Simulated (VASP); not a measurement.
BN (BN (110), 1 layers): single point with PBE

Slab: BN (BN (110), 1 layers), a slab with vacuum.

```
B N
1.0
     2.56306    0.00000    0.00000
     0.00000    3.62471    0.00000
     0.00000    0.00000   16.00000
B N
1 1
Direct
  0.25000 0.12500 0.50000
  0.75000 0.87500 0.50000
```

```yaml
Program: VASP 6.6.1
Task: single point
Functional: PBE
Potentials_or_basis: VASP PAW PBE potentials, release 64 (B, N)
Cutoff: 520 eV
k_mesh: 12 × 8 × 1
Occupations: fermi-dirac, width 0.02 eV
Spin: no spin polarisation
Dipole_correction: yes
Further_INCAR_settings: ALGO = Normal; EDIFF = 1e-06; NBANDS = 11
```

| Item | Value |
| --- | --- |
| Largest force | 8.191 eV/Å |
| Band gap on the k mesh | zero (band 4 reaches -4.66 eV, above the bottom of band 5 at -5.15 eV) |

Forces on the atoms (eV/Å):
```
B    0.000 -8.191  0.000
N    0.000  8.191  0.000
```

Levels at points of the mesh, in eV from the Fermi level:
```csv
k point,band 1,band 2,band 3,band 4,band 5,band 6,band 7,band 8
"(0.00, 0.00, 0.00)",-15.20,-3.09,-2.95,-1.82,-0.40,5.24,5.35,6.40
"(0.50, 0.00, 0.00)",-13.36,-7.40,-1.78,-0.08,1.35,3.02,7.38,10.94
"(0.00, 0.50, 0.00)",-14.97,-5.44,-2.63,-1.72,3.21,4.07,7.49,8.30
"(0.50, 0.50, 0.00)",-13.20,-7.14,-2.95,0.09,0.15,3.41,10.45,11.88
```

Run time: 120 s on 1 thread of Intel Xeon 8259CL (shared host), peak memory 0.26 GiB.
